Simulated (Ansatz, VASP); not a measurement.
KRbBr2: VASP beside Ansatz

```
CELL_PARAMETERS angstrom
2.38906 1.37932 7.69821
-2.38906 1.37932 7.69821
0.00000 -2.75865 7.69821
ATOMIC_POSITIONS crystal
K 0.00000 0.00000 0.00000
Rb 0.50000 0.50000 0.50000
Br 0.25423 0.25423 0.25423
Br 0.74577 0.74577 0.74577
```

Change from the starting cell: uniaxial_z strain -1.6%.

Alike in both runs: task single point; functional r2SCAN; k mesh 6 × 6 × 6; no spin polarisation.

```csv
,VASP,Ansatz
version,VASP 6.6.1,Ansatz 0.2.0
potentials or method,"VASP PAW PBE potentials, release 64 (K_sv, Rb_sv, Br)","plane waves, PAW"
plane-wave cutoff (eV),520,500
occupations,"gaussian, width 0.01 eV",fixed
valence electrons in the cell,32,32
```

```tsv
	VASP	Ansatz	Ansatz less VASP
gap on the k mesh at the Fermi level (eV)	4.98	4.98	-0.001
pressure (GPa)	0.3	0.3	-0.01
traceless stress, the component that is largest in VASP (GPa)	0.10	0.10	0.000
```

VASP's potentials were made for PBE, not for r2SCAN.
